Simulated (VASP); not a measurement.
Wanted: the native input for a VASP 6.6.1 run.

```yaml
Task: relaxation of cell and atoms
Functional: PBE
Potentials_or_basis: VASP PAW PBE potentials, release 64 (K_sv, I)
Cutoff: 600 eV
k_mesh: 4 × 4 × 2
Occupations: gaussian, width 0.1 eV
Spin: no spin polarisation
Dipole_correction: no
Further_INCAR_settings: ALGO = Normal; EDIFF = 1e-07; IBRION = 2; EDIFFG = -0.04; NSW = 90; ISIF = 3
```

The structure of KI lies in POSCAR:

```
KI
1.0
    2.9221509741     -3.8781681469      0.0000000000
    2.9221509741      3.8781681469      0.0000000000
    0.0000000000      0.0000000000      9.0238342569
K I
2 2
Direct
    0.7500000000      0.2500000000      0.7500000000
    0.2500000000      0.7500000000      0.2500000000
    0.0000000000      0.5000000000      0.0000000000
    0.5000000000      0.0000000000      0.0000000000
```

The cell was generated, and may not be a known phase.

One way to write it, as run:

INCAR

```
  ALGO = Normal
  EDIFF = 1E-7
  EDIFFG = -0.04
  ENCUT = 600
  GGA = PE
  IBRION = 2
  ISIF = 3
  ISMEAR = 0
  LASPH = True
  LCHARG = False
  LREAL = False
  LWAVE = False
  NELM = 100
  NSW = 90
  PREC = Accurate
  SIGMA = 0.1
```

KPOINTS

```
k-points
0
Gamma
  4 4 2
```

Potentials or basis: VASP PAW PBE potentials, release 64 (K_sv, I).

The run is started by

```bash
$ cat potpaw_PBE.64/K_sv/POTCAR potpaw_PBE.64/I/POTCAR > POTCAR
$ mpirun -np 1 vasp_std > vasp.out
```

Results of the run:

```
Relaxed volume                        : 76.42 Å³/atom
Relaxed cell                          : a = 7.965 Å, b = 7.965 Å, c = 5.002 Å, α = 90.00°, β = 90.00°, γ = 105.57°
Space group after relaxing (to 0.1 Å) : Pmmm (No. 47)
Pressure after relaxing               : 0.0 GPa
Largest force after relaxing          : 0.025 eV/Å
Band gap on the k mesh                : 3.51 eV (least direct gap 3.51 eV)
```

Caveat: the volume moved by over 15 % at a fixed basis, so the end points are rough; spin-orbit coupling is left out, which moves the levels of the heavy elements.

Wall time 27 min on 1 thread of Intel(R) Xeon(R) Platinum 8259CL CPU @ 2.50GHz (Skylake/Cascade Lake) (shared host), peak memory 0.4 GiB.
